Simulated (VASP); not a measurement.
# Al (P1) in VASP: single point with PBE+D3(BJ)

Aim: the single point of Al with PBE+D3(BJ).

All numbers are computed with VASP 6.6.1; they aren't measurements. Logs are shortened: lines on timing, memory, paths and dates and some standing lists are left out, and cuts for length are marked.

## 1. The cell of the first run

The typed cell holds 8 atoms: a = 2.814 Å, b = 2.814 Å, c = 18.493 Å, α = 88.18°, β = 88.55°, γ = 60.00°.

## 2. Single point, PBE+D3(BJ) (the part above a cut slid along it)

INCAR

```
PREC     = Accurate       # precision mode
ENCUT    = 520            # plane-wave cutoff, eV
EDIFF    = 1E-7           # SCF threshold, eV
ISMEAR   = 0              # smearing method
SIGMA    = 0.15           # smearing width, eV
LREAL    = F              # projectors in reciprocal space
LASPH    = T              # aspherical terms in the spheres
NELM     = 100            # most SCF steps
ALGO     = Fast           # electronic algorithm
ISIF     = 2              # what is computed and relaxed
LWAVE    = F              # write WAVECAR
LCHARG   = F              # write CHGCAR
GGA      = PE             # functional
IVDW     = 12             # dispersion correction
NBANDS   = 22             # bands
```

KPOINTS

```
Automatic mesh
0
Gamma
  16 16 2
```

POSCAR

```
Al
1.0
   -2.8144222649      0.0000000000      0.0000000000
   -1.4072111325     -2.4373611784      0.0000000000
   -0.4690703775     -0.4062268631     18.4820941423
Al
8
Direct
    0.9947916667      0.9895833333      0.0625000000
    0.9531250000      0.9062500000      0.5625000000
    0.2760416667      0.2187500000      0.6875000000
    0.3177083333      0.3020833333      0.1875000000
   -0.0677083333     -0.1354166667      0.8125000000
   -0.0260416667     -0.0520833333      0.3125000000
    0.5885416667      0.5104166667      0.9375000000
    0.6302083333      0.5937500000      0.4375000000
```

Potentials or basis: VASP PAW PBE potentials, release 64 (Al).

Run with:

```console
cat potpaw_PBE.64/Al/POTCAR > POTCAR
mpirun -np 1 vasp_std > vasp.out
```

OUTCAR:

```text
PREC = Accurate
   ENCUT = 520
   EDIFF = 1E-7
   ISMEAR = 0
   LREAL = F
   LASPH = T
   NELM = 100
   ISIF = 2
   GGA = PE
   IVDW = 12
 IVDW          = 12

 ion  position               nearest neighbor table
   1  0.995  0.990  0.062-   7 2.65   7 2.78   4 2.82   4 2.82   4 2.82   7 3.22
   2  0.953  0.906  0.562-   8 2.82   3 2.82   3 2.82   8 2.82   3 2.82   8 2.82
   3  0.276  0.219  0.688-   2 2.82   5 2.82   5 2.82   2 2.82   5 2.82   2 2.82
   4  0.318  0.302  0.188-   6 2.82   1 2.82   6 2.82   1 2.82   1 2.82   6 2.82
   5  0.932  0.865  0.812-   7 2.82   3 2.82   7 2.82   3 2.82   3 2.82   7 2.82
   6  0.974  0.948  0.312-   4 2.82   8 2.82   8 2.82   4 2.82   8 2.82   4 2.82
   7  0.589  0.510  0.938-   1 2.65   1 2.78   5 2.82   5 2.82   5 2.82   1 3.22
   8  0.630  0.594  0.438-   2 2.82   6 2.82   6 2.82   2 2.82   6 2.82   2 2.82

  LATTYP: Found a triclinic cell.
 ALAT       =     2.8144222649
 B/A-ratio  =     1.0000000000
 C/A-ratio  =     6.5706231095
 COS(alpha) =     0.0063413570
 COS(beta)  =     0.0317067849
 COS(gamma) =     0.5000000000

  Lattice vectors:

 A1 = (  -1.4072111325,  -2.4373611784,   0.0000000000)
 A2 = (   1.4072111324,  -2.4373611784,   0.0000000000)
 A3 = (  -0.4690703775,  -0.4062268631,  18.4820941423)

Analysis of symmetry for initial positions (statically):
=====================================================================
 Subroutine PRICEL returns:
 Original cell was already a primitive cell.

 Routine SETGRP: Setting up the symmetry group for a
 triclinic supercell.

 Subroutine GETGRP returns: Found  1 space group operations
 (whereof  1 operations were pure point group operations)
 out of a pool of  2 trial point group operations.

The static configuration has the point symmetry C_1 .

Analysis of symmetry for dynamics (positions and initial velocities):
=====================================================================
 Subroutine PRICEL returns:
 Original cell was already a primitive cell.

 Routine SETGRP: Setting up the symmetry group for a
 triclinic supercell.

 Subroutine GETGRP returns: Found  1 space group operations
 (whereof  1 operations were pure point group operations)
 out of a pool of  2 trial point group operations.

The dynamic configuration has the point symmetry C_1 .

 Subroutine INISYM returns: Found  1 space group operations
 (whereof  1 operations are pure point group operations),
 and found     1 'primitive' translations

----------------------------------------------------------------------------------------

                                     Primitive cell

  volume of cell :     126.7828

  direct lattice vectors                    reciprocal lattice vectors
    -2.814422265  0.000000000  0.000000000    -0.355312709  0.205139888 -0.004508869
    -1.407211133 -2.437361178  0.000000000     0.000000000 -0.410279777 -0.009017737
    -0.469070378 -0.406226863 18.482094142     0.000000000  0.000000000  0.054106423

  length of vectors
     2.814422265  2.814422265 18.492507974     0.410304552  0.410378867  0.054106423

  position of ions in fractional coordinates (direct lattice)
     0.994791667  0.989583333  0.062500000
     0.953125000  0.906250000  0.562500000
     0.276041667  0.218750000  0.687500000
     0.317708333  0.302083333  0.187500000
     0.932291667  0.864583333  0.812500000
     0.973958333  0.947916667  0.312500000
     0.588541667  0.510416667  0.937500000
     0.630208333  0.593750000  0.437500000

  ion indices of the primitive-cell ions
   primitive index   ion index
                 1           1
                 2           2
                 3           3
                 4           4
                 5           5
                 6           6
                 7           7
                 8           8

----------------------------------------------------------------------------------------

 KPOINTS: Automatic mesh

Automatic generation of k-mesh.
 Grid dimensions read from file:
 generate k-points for:   16   16    2

 Generating k-lattice:

  Cartesian coordinates                     Fractional coordinates (reciprocal lattice)
    -0.022207044  0.012821243 -0.000281804     0.062500000  0.000000000 -0.000000000
     0.000000000 -0.025642486 -0.000563609     0.000000000  0.062500000  0.000000000
     0.000000000  0.000000000  0.027053211     0.000000000  0.000000000  0.500000000

  Length of vectors
     0.025644034  0.025648679  0.027053211

  Shift w.r.t. Gamma in fractional coordinates (k-lattice)
     0.000000000  0.000000000  0.000000000

 Subroutine IBZKPT returns following result:
 ===========================================

 Found    260 irreducible k-points:

 Following reciprocal coordinates:
            Coordinates               Weight
  0.000000  0.000000  0.000000      1.000000
  0.062500  0.000000 -0.000000      2.000000
  0.125000  0.000000 -0.000000      2.000000
  0.187500  0.000000  0.000000      2.000000
  0.250000  0.000000 -0.000000      2.000000
  0.312500  0.000000  0.000000      2.000000
[... 16 lines left out ...]
 -0.187500  0.062500  0.000000      2.000000
 -0.125000  0.062500  0.000000      2.000000
 [... further k-points ...]
   k-points           NKPTS =    260   k-points in BZ     NKDIM =    260   number of bands    NBANDS=     22
   number of dos      NEDOS =    301   number of ions     NIONS =      8
   total plane-waves  NPLWV =  80640
   dimension x,y,z NGX =    24 NGY =   24 NGZ =  140
   dimension x,y,z NGXF=    48 NGYF=   48 NGZF=  280
   ions per type =               8
   NGX,Y,Z   is equivalent  to a cutoff of  14.18, 14.18, 12.59 a.u.
   NGXF,Y,Z  is equivalent  to a cutoff of  28.35, 28.35, 25.17 a.u.
 SYSTEM =  unknown system
   PREC   = accura    normal or accurate (medium, high low for compatibility)
   ISTART =      0    job   : 0-new  1-cont  2-samecut
   ICHARG =      2    charge: 1-file 2-atom 10-const
   ISPIN  =      1    spin polarized calculation?
   LNONCOLLINEAR =      F non collinear calculations
   LSORBIT =      F    spin-orbit coupling
   LASPH  =      T    aspherical Exc in radial PAW
   ENCUT  =  520.0 eV  38.22 Ry    6.18 a.u.   5.23  5.23 34.38*2*pi/ulx,y,z
   NELM   =    100;   NELMIN=  2; NELMDL= -5     # of ELM steps
   EDIFF  = 0.1E-06   stopping-criterion for ELM
   LREAL  =      F    real-space projection
   EDIFFG = 0.1E-05   stopping-criterion for IOM
   NSW    =      0    number of steps for IOM
   IBRION =     -1    ionic relax: 0-MD 1-quasi-New 2-CG
   NFREE  =      0    steps in history (QN), initial steepest desc. (CG)
   ISIF   =      2    stress and relaxation
   ISYM   =      2    0-nonsym 1-usesym 2-fastsym
   POTIM  = 0.5000    time-step for ionic-motion
   TEBEG  =    0.0;   TEEND  =   0.0 temperature during run
   PSTRESS=    0.0 pullay stress
   NELECT =      24.0000    total number of electrons
   NUPDOWN=      -1.0000    fix difference up-down
   EMIN   =  10.00;   EMAX   =-10.00  energy-range for DOS
   EFERMI =   0.00;   METHOD = LEGACY
   ISMEAR =     0;   SIGMA  =   0.15  broadening in eV -4-tet -1-fermi 0-gaus
   EFERMI_NEDOS =   21; number of points for ismear=-14 and -15
   IALGO  =     68    algorithm
   IMIX   =      4    mixing-type and parameters
     AMIX     =   0.40;   BMIX     =  1.00
     AMIX_MAG =   1.60;   BMIX_MAG =  1.00
  volume/ion in A,a.u.               =      15.85       106.95
  Fermi-wavevector in a.u.,A,eV,Ry     =   0.939994  1.776331 12.021957  0.883589
  Thomas-Fermi vector in A             =   2.067362
   LORBIT       =      0    0 simple, 1 ext, 2 COOP (PROOUT), +10 PAW based schemes
   GGA     = PE    functional components
   LHFCALC =     F    Hartree Fock is set to
   AEXX    =    0.0000 exact exchange contribution
   IVDW    =    12    specifies the selected vdW correction
   LEPSILON=     F    determine dielectric tensor
   LRPA    =     F    only Hartree local field effects (RPA)
 non-spin polarized calculation
 RMM-DIIS sequential band-by-band and
 Gauss-broadening in eV      SIGMA  =   0.15
  energy-cutoff  :      520.00
  volume of cell :      126.78
 maximum number of plane-waves:      3446
 NGX is ok and might be reduce to    24
   NGX = 11   NGY = 11   NGZ = 69

 number of electron      24.0000000 magnetization

 Free energy of the ion-electron system (eV)
  ---------------------------------------------------
  ext. energy  EPLUGINS =         0.00000000
  ---------------------------------------------------
  free energy    TOTEN  =       -29.76906393 eV

  energy without entropy =      -29.73620127  energy(sigma->0) =      -29.75263260

 E-fermi :   8.4263     XC(G=0): -10.3435

 val. band max:        8.4256518509   @ k =  -0.1875   0.3750   0.0000
 cond. band min:       8.4293870552   @ k =  -0.4375   0.3750  -0.0000
 fundamental gap:      0.0037352042
 Fermi energy:         8.4262838908

 k-point     1 :       0.0000    0.0000    0.0000
  band No.  band energies     occupation
      1      -2.9906      2.00000
      2      -2.5610      2.00000
      3      -2.5549      2.00000
      4      -1.2695      2.00000
      5      -1.2667      2.00000
      6       0.8548      2.00000
[... 14 lines left out ...]
     21      19.7771      0.00000
     22      19.8317      0.00000

 k-point     2 :       0.0625    0.0000   -0.0000
  band No.  band energies     occupation
      1      -2.8934      2.00000
      2      -2.4664      2.00000
      3      -2.4555      2.00000
      4      -1.1811      2.00000
      5      -1.1630      2.00000
      6       0.9364      2.00000
[... 14 lines left out ...]
     21      18.7994      0.00000
     22      18.9064      0.00000
[... 523 lines left out ...]
     21      14.8946      0.00000
     22      15.0921      0.00000

 k-point    24 :      -0.1250    0.0625    0.0000
  band No.  band energies     occupation
      1      -2.3111      2.00000
      2      -1.8836      2.00000
      3      -1.8775      2.00000
      4      -0.5987      2.00000
      5      -0.5956      2.00000
      6       1.5145      2.00000
[... 14 lines left out ...]
     21      15.9102      0.00000
     22      16.6489      0.00000

 [... further k-points ...]

------------------------ aborting loop because EDIFF is reached ----------------------------------------

 Edisp (eV)   -2.80573

 E8    (eV) :    -1.2553

  FORCE on cell =-STRESS in cart. coord.  units (eV):
  Direction    XX          YY          ZZ          XY          YZ          ZX
  --------------------------------------------------------------------------------------
  -------------------------------------------------------------------------------------
  Total      -0.20210    -0.03108     0.93916    -0.24750     0.33128    -0.01617
  in kB      -2.55402    -0.39272    11.86831    -3.12776     4.18640    -0.20434
  external pressure =        2.97 kB  Pullay stress =        0.00 kB

 VOLUME and BASIS-vectors are now :
 -----------------------------------------------------------------------------
  energy-cutoff  :      520.00
  volume of cell :      126.78
      direct lattice vectors                 reciprocal lattice vectors
    -2.814422265  0.000000000  0.000000000    -0.355312709  0.205139888 -0.004508869
    -1.407211133 -2.437361178  0.000000000     0.000000000 -0.410279777 -0.009017737
    -0.469070378 -0.406226863 18.482094142     0.000000000  0.000000000  0.054106423

 POSITION                                       TOTAL-FORCE (eV/Angst)
 -----------------------------------------------------------------------------------
     -4.22163     -2.43736      1.15513        -0.030600      0.132543      0.204447
     -4.22163     -2.43736     10.39618         0.002968      0.002275     -0.005719
     -1.40721     -0.81245     12.70644        -0.005176     -0.000636     -0.007542
     -1.40721     -0.81245      3.46539         0.031532      0.017686      0.012066
     -4.22163     -2.43736     15.01670         0.033776      0.024796      0.028165
     -4.22163     -2.43736      5.77565        -0.003073      0.001517      0.002428
     -2.81442     -1.62491     17.32696        -0.027086     -0.176065     -0.235945
     -2.81442     -1.62491      8.08592        -0.002341     -0.002116      0.002099
 -----------------------------------------------------------------------------------
    total drift:                               -0.000002     -0.000001      0.000002

  FREE ENERGIE OF THE ION-ELECTRON SYSTEM (eV)
  ---------------------------------------------------
  free  energy   TOTEN  =       -32.5747895213 eV

  energy  without entropy=      -32.5419268639  energy(sigma->0) =      -32.55835819
```

Wall time 8.2 min (1 thread of Intel Xeon Platinum 8488C (Sapphire Rapids), shared host); peak memory 0.62 GiB.

Results:

```
Free energy                : -32.5748 eV
Pressure                   : 0.3 GPa
Largest force              : 0.296 eV/Å
Band gap on the k mesh     : zero (bands 12 and 13 overlap by 5.48 eV)
Dispersion energy per atom : -0.351 eV
```

Forces on the atoms (eV/Å):
```
Al  -0.031  0.133  0.204
Al   0.003  0.002 -0.006
Al  -0.005 -0.001 -0.008
Al   0.032  0.018  0.012
Al   0.034  0.025  0.028
Al  -0.003  0.002  0.002
Al  -0.027 -0.176 -0.236
Al  -0.002 -0.002  0.002
```

Levels at points of the mesh, in eV from the Fermi level:
| k point | band 9 | band 10 | band 11 | band 12 | band 13 | band 14 | band 15 | band 16 |
| --- | --- | --- | --- | --- | --- | --- | --- | --- |
| (0.00, 0.00, 0.00) | -4.50 | -0.96 | -0.96 | 3.41 | 3.43 | 8.32 | 8.37 | 11.06 |
| (0.50, 0.00, 0.00) | -3.40 | -3.23 | -1.98 | -1.78 | -1.34 | -1.12 | 0.80 | 1.18 |
| (0.00, 0.50, 0.00) | -3.48 | -3.15 | -2.05 | -1.65 | -1.48 | -1.02 | 0.74 | 1.06 |
| (0.50, 0.50, 0.00) | -3.66 | -3.15 | -2.21 | -1.62 | -1.51 | -0.91 | 0.56 | 1.10 |
| (0.00, 0.00, 0.50) | -2.89 | -2.89 | 1.14 | 1.15 | 5.82 | 5.84 | 10.69 | 10.87 |
| (0.50, 0.00, 0.50) | -2.80 | -2.76 | -2.65 | -2.53 | -0.39 | -0.32 | -0.14 | -0.04 |
| (0.00, 0.50, 0.50) | -2.91 | -2.81 | -2.62 | -2.37 | -0.56 | -0.39 | -0.08 | 0.13 |
| (0.50, 0.50, 0.50) | -3.18 | -2.80 | -2.50 | -2.39 | -0.71 | -0.43 | 0.04 | 0.21 |

Caveat: the cell differs from its parent crystal (the part above a cut slid along it).
